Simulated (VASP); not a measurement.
# InSe (R3m) in VASP: settings compared, part 2 of 2

VASP 6.6.1.

## 4. Single point, PBE

This run uses another cell than the first one, of 33.45 Å³/atom.

INCAR reads:

```
SYSTEM = InSe
PREC = Accurate ; ENCUT = 520
EDIFF = 1E-7 ; ISMEAR = -1
SIGMA = 0.05 ; LREAL = .FALSE.
LASPH = .TRUE. ; NELM = 100
ALGO = Normal ; ISIF = 2
LWAVE = .FALSE. ; LCHARG = .TRUE.
GGA = PE ; LELF = .TRUE.
LVHAR = .TRUE. ; NBANDS = 27
```

KPOINTS reads:

```
regular mesh
0
G
  8 8 8
  0 0 0
```

POSCAR reads:

```
InSe
1.0
    2.0435035241      1.1798173097      9.2492615556
   -2.0435035241      1.1798173097      9.2492615556
    0.0000000000     -2.3596346195      9.2492615556
In Se
2 2
Direct
    0.8934333439      0.8934333439      0.8934333439
   -0.0047638241     -0.0047638241     -0.0047638241
    0.1808766940      0.1808766940      0.1808766940
    0.3744537862      0.3744537862      0.3744537862
```

Potentials or basis: VASP PAW PBE potentials, release 64 (In_d, Se).

Launch:

```sh
$ cat potpaw_PBE.64/In_d/POTCAR potpaw_PBE.64/Se/POTCAR > POTCAR
$ mpirun -np 1 vasp_std > vasp.out
```

OUTCAR:

```text
SYSTEM = InSe
   PREC = Accurate
   ENCUT = 520
   EDIFF = 1E-7
   ISMEAR = -1
   LREAL = .FALSE.
   LASPH = .TRUE.
   NELM = 100
   ISIF = 2
   GGA = PE

 ion  position               nearest neighbor table
   1  0.893  0.893  0.893-   3 2.68   3 2.68   3 2.68   2 2.82
   2  0.995  0.995  0.995-   4 2.68   4 2.68   4 2.68   1 2.82
   3  0.181  0.181  0.181-   1 2.68   1 2.68   1 2.68
   4  0.374  0.374  0.374-   2 2.68   2 2.68   2 2.68

  LATTYP: Found a trigonal (rhomboedric) cell.
 ALAT       =     9.5455075748
 COS(alpha) =     0.9083393939

  Lattice vectors:

 A1 = (   2.0435035241,   1.1798173097,   9.2492615556)
 A2 = (  -2.0435035241,   1.1798173097,   9.2492615556)
 A3 = (   0.0000000000,  -2.3596346195,   9.2492615556)

Analysis of symmetry for initial positions (statically):
=====================================================================
 Subroutine PRICEL returns:
 Original cell was already a primitive cell.

 Routine SETGRP: Setting up the symmetry group for a
 trigonal (rhombohedral) supercell.

 Subroutine GETGRP returns: Found  6 space group operations
 (whereof  6 operations were pure point group operations)
 out of a pool of 12 trial point group operations.

The static configuration has the point symmetry C_3v.

Analysis of symmetry for dynamics (positions and initial velocities):
=====================================================================
 Subroutine PRICEL returns:
 Original cell was already a primitive cell.

 Routine SETGRP: Setting up the symmetry group for a
 trigonal (rhombohedral) supercell.

 Subroutine GETGRP returns: Found  6 space group operations
 (whereof  6 operations were pure point group operations)
 out of a pool of 12 trial point group operations.

The dynamic configuration has the point symmetry C_3v.

 Subroutine INISYM returns: Found  6 space group operations
 (whereof  6 operations are pure point group operations),
 and found     1 'primitive' translations

----------------------------------------------------------------------------------------

                                     Primitive cell

  volume of cell :     133.7976

  direct lattice vectors                    reciprocal lattice vectors
     2.043503524  1.179817310  9.249261556     0.244677826  0.141264809  0.036038913
    -2.043503524  1.179817310  9.249261556    -0.244677826  0.141264809  0.036038913
     0.000000000 -2.359634619  9.249261556     0.000000000 -0.282529618  0.036038913

  length of vectors
     9.545507575  9.545507575  9.545507575     0.284818869  0.284818869  0.284818869

  position of ions in fractional coordinates (direct lattice)
     0.893433344  0.893433344  0.893433344
     0.995236176  0.995236176  0.995236176
     0.180876694  0.180876694  0.180876694
     0.374453786  0.374453786  0.374453786

  ion indices of the primitive-cell ions
   primitive index   ion index
                 1           1
                 2           2
                 3           3
                 4           4

----------------------------------------------------------------------------------------

 KPOINTS: regular mesh

Automatic generation of k-mesh.
 Grid dimensions read from file:
 generate k-points for:    8    8    8

 Generating k-lattice:

  Cartesian coordinates                     Fractional coordinates (reciprocal lattice)
     0.030584728  0.017658101  0.004504864     0.125000000  0.000000000 -0.000000000
    -0.030584728  0.017658101  0.004504864     0.000000000  0.125000000 -0.000000000
     0.000000000 -0.035316202  0.004504864    -0.000000000 -0.000000000  0.125000000

  Length of vectors
     0.035602359  0.035602359  0.035602359

  Shift w.r.t. Gamma in fractional coordinates (k-lattice)
     0.000000000  0.000000000  0.000000000

 Subroutine IBZKPT returns following result:
 ===========================================

 Found     65 irreducible k-points:

 Following reciprocal coordinates:
            Coordinates               Weight
  0.000000  0.000000  0.000000      1.000000
  0.125000  0.000000 -0.000000      6.000000
  0.250000  0.000000 -0.000000      6.000000
  0.375000  0.000000  0.000000      6.000000
  0.500000  0.000000 -0.000000      3.000000
  0.125000  0.125000 -0.000000      6.000000
[... 16 lines left out ...]
  0.250000  0.125000  0.125000      6.000000
  0.375000  0.125000  0.125000      6.000000
 [... further k-points ...]
   k-points           NKPTS =     65   k-points in BZ     NKDIM =     65   number of bands    NBANDS=     27
   number of dos      NEDOS =    301   number of ions     NIONS =      4
   total plane-waves  NPLWV = 373248
   dimension x,y,z NGX =    72 NGY =   72 NGZ =   72
   dimension x,y,z NGXF=   144 NGYF=  144 NGZF=  144
   ions per type =               2   2
   NGX,Y,Z   is equivalent  to a cutoff of  12.54, 12.54, 12.54 a.u.
   NGXF,Y,Z  is equivalent  to a cutoff of  25.08, 25.08, 25.08 a.u.
 SYSTEM =  InSe
   PREC   = accura    normal or accurate (medium, high low for compatibility)
   ISTART =      0    job   : 0-new  1-cont  2-samecut
   ICHARG =      2    charge: 1-file 2-atom 10-const
   ISPIN  =      1    spin polarized calculation?
   LNONCOLLINEAR =      F non collinear calculations
   LSORBIT =      F    spin-orbit coupling
   LASPH  =      T    aspherical Exc in radial PAW
   ENCUT  =  520.0 eV  38.22 Ry    6.18 a.u.  17.75 17.75 17.75*2*pi/ulx,y,z
   NELM   =    100;   NELMIN=  2; NELMDL= -5     # of ELM steps
   EDIFF  = 0.1E-06   stopping-criterion for ELM
   LREAL  =      F    real-space projection
   EDIFFG = 0.1E-05   stopping-criterion for IOM
   NSW    =      0    number of steps for IOM
   IBRION =     -1    ionic relax: 0-MD 1-quasi-New 2-CG
   NFREE  =      0    steps in history (QN), initial steepest desc. (CG)
   ISIF   =      2    stress and relaxation
   ISYM   =      2    0-nonsym 1-usesym 2-fastsym
   POTIM  = 0.5000    time-step for ionic-motion
   TEBEG  =    0.0;   TEEND  =   0.0 temperature during run
   PSTRESS=    0.0 pullay stress
   NELECT =      38.0000    total number of electrons
   NUPDOWN=      -1.0000    fix difference up-down
   EMIN   =  10.00;   EMAX   =-10.00  energy-range for DOS
   EFERMI =   0.00;   METHOD = LEGACY
   ISMEAR =    -1;   SIGMA  =   0.05  broadening in eV -4-tet -1-fermi 0-gaus
   EFERMI_NEDOS =   21; number of points for ismear=-14 and -15
   IALGO  =     38    algorithm
   IMIX   =      4    mixing-type and parameters
     AMIX     =   0.40;   BMIX     =  1.00
     AMIX_MAG =   1.60;   BMIX_MAG =  1.00
  volume/ion in A,a.u.               =      33.45       225.73
  Fermi-wavevector in a.u.,A,eV,Ry     =   1.076101  2.033537 15.755469  1.157994
  Thomas-Fermi vector in A             =   2.211976
   LORBIT       =      0    0 simple, 1 ext, 2 COOP (PROOUT), +10 PAW based schemes
   GGA     = PE    functional components
   LHFCALC =     F    Hartree Fock is set to
   AEXX    =    0.0000 exact exchange contribution
   IVDW    =     0    specifies the selected vdW correction
   LEPSILON=     F    determine dielectric tensor
   LRPA    =     F    only Hartree local field effects (RPA)
 non-spin polarized calculation
  energy-cutoff  :      520.00
  volume of cell :      133.80
 maximum number of plane-waves:      3629
   NGX = 35   NGY = 35   NGZ = 35

 number of electron      37.9999993 magnetization

 Free energy of the ion-electron system (eV)
  ---------------------------------------------------
  ext. energy  EPLUGINS =         0.00000000
  ---------------------------------------------------
  free energy    TOTEN  =       -14.22424002 eV

  energy without entropy =      -14.22423447  energy(sigma->0) =      -14.22423725

 E-fermi :   2.9885     XC(G=0):  -8.1961

 val. band max:        2.5892131949   @ k =   0.5000   0.5000   0.5000
 cond. band min:       3.3155243637   @ k =   0.5000   0.5000   0.5000
 fundamental gap:      0.7263111688
 Fermi energy:         2.9885467782

 k-point     1 :       0.0000    0.0000    0.0000
  band No.  band energies     occupation
      1     -11.8169      2.00000
      2     -11.6461      2.00000
      3     -11.6461      2.00000
      4     -11.5710      2.00000
      5     -11.5710      2.00000
      6     -11.5627      2.00000
[... 19 lines left out ...]
     26       8.3912      0.00000
     27       9.3509      0.00000
[... 661 lines left out ...]
 k-point    24 :       0.3750    0.1250    0.1250
  band No.  band energies     occupation
      1     -11.8354      2.00000
      2     -11.7502      2.00000
      3     -11.7135      2.00000
      4     -11.6419      2.00000
      5     -11.5743      2.00000
      6     -11.5391      2.00000
[... 19 lines left out ...]
     26       9.2291      0.00000
     27       9.5980      0.00000

 [... further k-points ...]
[... 5 lines left out ...]
  --------------------------------------------------------------------------------------
  -------------------------------------------------------------------------------------
  Total        0.0354684      0.0354684      0.0430400      0.0000000     -0.0000000      0.0000000
  in kB        0.4247206      0.4247206      0.5153877      0.0000000     -0.0000000      0.0000000
  external PRESSURE =       0.4549430 kB  Pullay stress =       0.0000000 kB

 VOLUME and BASIS-vectors are now :
 -----------------------------------------------------------------------------
  energy-cutoff  :      520.00
  volume of cell :      133.80
      direct lattice vectors                 reciprocal lattice vectors
     2.043503524  1.179817310  9.249261556     0.244677826  0.141264809  0.036038913
    -2.043503524  1.179817310  9.249261556    -0.244677826  0.141264809  0.036038913
     0.000000000 -2.359634619  9.249261556     0.000000000 -0.282529618  0.036038913

 POSITION                                       TOTAL-FORCE (eV/Angst)
 -----------------------------------------------------------------------------------
      0.00000     -0.00000     24.79080         0.000000     -0.000000      0.008026
      0.00000     -0.00000     27.61560         0.000000      0.000000     -0.008465
      0.00000     -0.00000      5.01893         0.000000      0.000000     -0.011578
      0.00000     -0.00000     10.39026         0.000000     -0.000000      0.012017
 -----------------------------------------------------------------------------------
    total drift:                                0.000000      0.000000     -0.000639

  FREE ENERGIE OF THE ION-ELECTRON SYSTEM (eV)
  ---------------------------------------------------
  free  energy   TOTEN  =       -14.2242400224 eV

  energy  without entropy=      -14.2242344691  energy(sigma->0) =      -14.22423725
```

stdout:

```text
POSCAR found type information on POSCAR InSe
 POSCAR found :  2 types and       4 ions
 scaLAPACK will be used
 LDA part: xc-table for (Slater+PW92), standard interpolation
 POSCAR, INCAR and KPOINTS ok, starting setup
 FFT: planning ... GRIDC
 FFT: planning ... GRID_SOFT
 FFT: planning ... GRID
 WAVECAR not read
 entering main loop
```

Run time: 13 min. Hardware: 1 thread of Intel Xeon Platinum 8559C (Emerald Rapids), shared host; peak memory 0.8 GiB.

What came out:

```
Free energy            : -14.2242 eV
Pressure               : 0.0 GPa
Largest force          : 0.012 eV/Å
Band gap on the k mesh : 0.73 eV
```

Forces on the atoms (eV/Å):
```
In   0.000  0.000  0.008
In   0.000  0.000 -0.008
Se   0.000  0.000 -0.012
Se   0.000  0.000  0.012
```

Levels at points of the mesh, in eV from the valence-band top:
| k point | band 15 | band 16 | band 17 | band 18 | band 19 | band 20 | band 21 | band 22 | band 23 | band 24 |
| --- | --- | --- | --- | --- | --- | --- | --- | --- | --- | --- |
| (0.00, 0.00, 0.00) | -0.94 | -0.94 | -0.90 | -0.90 | -0.80 | 1.43 | 2.23 | 4.52 | 4.52 | 5.73 |
| (0.50, 0.00, 0.00) | -2.86 | -1.92 | -1.84 | -1.81 | -1.30 | 1.70 | 2.00 | 3.92 | 4.14 | 4.86 |
| (0.50, 0.50, 0.00) | -2.76 | -1.99 | -1.98 | -1.74 | -1.21 | 1.65 | 2.06 | 3.70 | 4.06 | 4.72 |
| (0.50, 0.50, 0.50) | -0.98 | -0.98 | -0.87 | -0.87 | 0.00 | 0.73 | 2.29 | 4.50 | 4.50 | 5.77 |

Caveat: semilocal functionals underestimate gaps, and a narrow one can read as zero; spin-orbit coupling is left out, which moves the levels of the heavy elements.

## 5. Single point, PBE

This run uses another cell than the first one, of 29.24 Å³/atom.

INCAR reads:

```
SYSTEM = InSe
PREC = Accurate ; ENCUT = 520
EDIFF = 1E-6 ; ISMEAR = -1
SIGMA = 0.02 ; LREAL = .False.
LASPH = .True. ; NELM = 100
ALGO = Normal ; ISIF = 2
LWAVE = .False. ; LCHARG = .False.
GGA = PE ; NBANDS = 27
```

KPOINTS reads:

```
Automatic mesh
0
Gamma
  6 6 6
  0 0 0
```

POSCAR reads:

```
InSe
1.0
    2.0000000000      1.1547005384      8.4400000000
   -2.0000000000      1.1547005384      8.4400000000
    0.0000000000     -2.3094010768      8.4400000000
In Se
2 2
Direct
    0.8886000000      0.8886000000      0.8886000000
    0.0000000000      0.0000000000      0.0000000000
    0.1719000000      0.1719000000      0.1719000000
    0.3835000000      0.3835000000      0.3835000000
```

Launch:

```sh
$ cat potpaw_PBE.64/In_d/POTCAR potpaw_PBE.64/Se/POTCAR > POTCAR
$ mpirun -np 1 vasp_std > vasp.out
```

Run time: 17 min. Hardware: 1 thread of Intel Xeon 8259CL, shared host; peak memory 0.66 GiB.

Results (log left out):

| Item | Value |
| --- | --- |
| Free energy | -14.1318 eV |
| Pressure | 2.8 GPa |
| Largest force | 0.379 eV/Å |
| Band gap on the k mesh | 0.43 eV |

Forces in eV/Å, atoms in the order of the input:
```
In   0.000  0.000  0.379
In   0.000  0.000 -0.363
Se   0.000  0.000 -0.273
Se   0.000  0.000  0.257
```

Stress tensor (GPa, compression positive):
```
3.23 0.00 0.00
0.00 3.23 0.00
0.00 0.00 1.98
```

Levels at points of the mesh, in eV from the valence-band top:
```csv
k point,band 17,band 18,band 19,band 20,band 21,band 22
"(0.00, 0.00, 0.00)",-1.31,-1.22,-1.22,1.68,2.10,4.39
"(0.50, 0.00, 0.00)",-2.34,-2.24,-1.67,1.21,1.96,3.63
"(0.50, 0.50, 0.00)",-2.50,-2.06,-1.50,1.18,1.97,3.29
"(0.50, 0.50, 0.50)",-1.14,-1.14,0.00,0.43,2.15,4.31
```

Caveat: semilocal functionals underestimate gaps, and a narrow one can read as zero; spin-orbit coupling is left out, which moves the levels of the heavy elements. A k mesh can miss the band edges.

## 6. Single point, LDA (27.48 Å³/atom)

This run uses another cell than the first one, of 27.48 Å³/atom.

INCAR reads:

```
SYSTEM = InSe
PREC = Accurate
ENCUT = 520
EDIFF = 1E-6
ISMEAR = -1
SIGMA = 0.05
LREAL = .FALSE.
LASPH = .TRUE.
NELM = 80
ALGO = Normal
ISIF = 2
LWAVE = .FALSE.
LCHARG = .TRUE.
LELF = .TRUE.
LVHAR = .TRUE.
NBANDS = 27
```

KPOINTS reads:

```
regular mesh
0
G
  8 8 8
  0 0 0
```

POSCAR reads:

```
InSe
1.0
    1.9591722174      1.1311286071      8.2677067576
   -1.9591722174      1.1311286071      8.2677067576
    0.0000000000     -2.2622572143      8.2677067576
In Se
2 2
Direct
    0.8886000000      0.8886000000      0.8886000000
    0.0000000000      0.0000000000      0.0000000000
    0.1719000000      0.1719000000      0.1719000000
    0.3835000000      0.3835000000      0.3835000000
```

Potentials or basis: VASP PAW LDA potentials, release 64 (In_d, Se).

Launch:

```sh
$ cat potpaw_LDA.64/In_d/POTCAR potpaw_LDA.64/Se/POTCAR > POTCAR
$ mpirun -np 1 vasp_std > vasp.out
```

Wall time 8.3 min (1 thread of Intel Xeon 6975P-C (Granite Rapids), shared host); peak memory 0.5 GiB.

The run converged. Its results:

```
Free energy            : -16.6292 eV
Pressure               : 2.1 GPa
Largest force          : 0.524 eV/Å
Band gap on the k mesh : 0.40 eV
```

Forces on the atoms (eV/Å):
```
In   0.000  0.000  0.524
In   0.000  0.000 -0.508
Se   0.000  0.000 -0.464
Se   0.000  0.000  0.449
```

Stress tensor (GPa, compression positive):
```
2.69 0.00 0.00
0.00 2.69 0.00
0.00 0.00 1.00
```

Levels at points of the mesh, in eV from the valence-band top:
```
           k point  band 15  band 16  band 17  band 18  band 19  band 20  band 21  band 22  band 23  band 24
(0.00, 0.00, 0.00)    -1.73    -1.39    -1.39    -1.29    -1.29     1.71     2.05     4.37     4.37     5.17
(0.50, 0.00, 0.00)    -3.76    -2.60    -2.54    -2.43    -1.83     1.04     1.96     3.53     3.91     4.88
(0.50, 0.50, 0.00)    -3.50    -2.90    -2.72    -2.22    -1.66     1.07     1.91     3.14     3.46     4.39
(0.50, 0.50, 0.50)    -1.47    -1.47    -1.20    -1.20     0.00     0.40     2.06     4.27     4.27     5.60
```

Caveat: semilocal functionals underestimate gaps, and a narrow one can read as zero; spin-orbit coupling is left out, which moves the levels of the heavy elements. A k mesh can miss the band edges.

## 7. Overview

| level | potentials or basis | cell | k mesh | smearing | gap on the mesh (eV) | pressure (GPa) | largest force (eV/Å) |
| --- | --- | --- | --- | --- | --- | --- | --- |
| RPBE+D3(BJ) | VASP PAW PBE potentials, release 64 (In_d, Se) | a = 8.106 Å, angles 26.7°, 4 atoms, atomic positions A | 8 × 8 × 8 | fermi-dirac 0.05 eV | 0.70 | 0.0 | 0.02 |
| RPBE+D4 | VASP PAW PBE potentials, release 64 (In_d, Se) | a = 8.487 Å, angles 27.4°, 4 atoms, atomic positions B | 8 × 8 × 8 | fermi-dirac 0.05 eV | 0.40 | 0.0 | 0.02 |
| PBE | VASP PAW PBE potentials, release 64 (In_d, Se) | a = 9.546 Å, angles 24.7°, 4 atoms, atomic positions C | 8 × 8 × 8 | fermi-dirac 0.05 eV | 0.73 | 0.0 | 0.01 |
| PBE | VASP PAW PBE potentials, release 64 (In_d, Se) | a = 8.750 Å, angles 26.4°, 4 atoms, atomic positions D | 6 × 6 × 6 | fermi-dirac 0.02 eV | 0.43 | 2.8 | 0.38 |
| LDA | VASP PAW LDA potentials, release 64 (In_d, Se) | a = 8.572 Å, angles 26.4°, 4 atoms, atomic positions D | 8 × 8 × 8 | fermi-dirac 0.05 eV | 0.40 | 2.1 | 0.52 |

Alike in all rows: task single point; no spin polarisation; cutoff (eV) 520.

Caveats: semilocal functionals underestimate gaps, and a narrow one can read as zero; spin-orbit coupling is left out, which moves the levels of the heavy elements; the PAW data sets were made with another functional, which shifts forces and pressure a little (at least some runs); the dispersion term is far too large for a dense solid, which distorts pressure and volume (at least some runs).

Absolute energies hang on the potentials; compare differences alone.

## 8. Against experiment

Step 3. A measured gap of InSe is 1.25 eV (300 K; “The Interaction of Hydrogen with the van der Waals Crystal γ-InSe”, 2020, pmc:7321205); the calculated 0.40 eV misses it by -0.85 eV. Spin-orbit coupling on In, Se is left out. The value is that of RPBE+D4 on a finite k mesh, which can miss the band edges, without temperature or zero-point motion. Semilocal functionals fall short of measured gaps as a rule.

Step 4. Against the measured gap of InSe, 1.25 eV (300 K; “The Interaction of Hydrogen with the van der Waals Crystal γ-InSe”, 2020, pmc:7321205), the calculated 0.73 eV is off by -0.52 eV. Spin-orbit coupling on In, Se is left out. The value is that of PBE on a finite k mesh, which can miss the band edges, without temperature or zero-point motion. Semilocal functionals fall short of measured gaps as a rule.
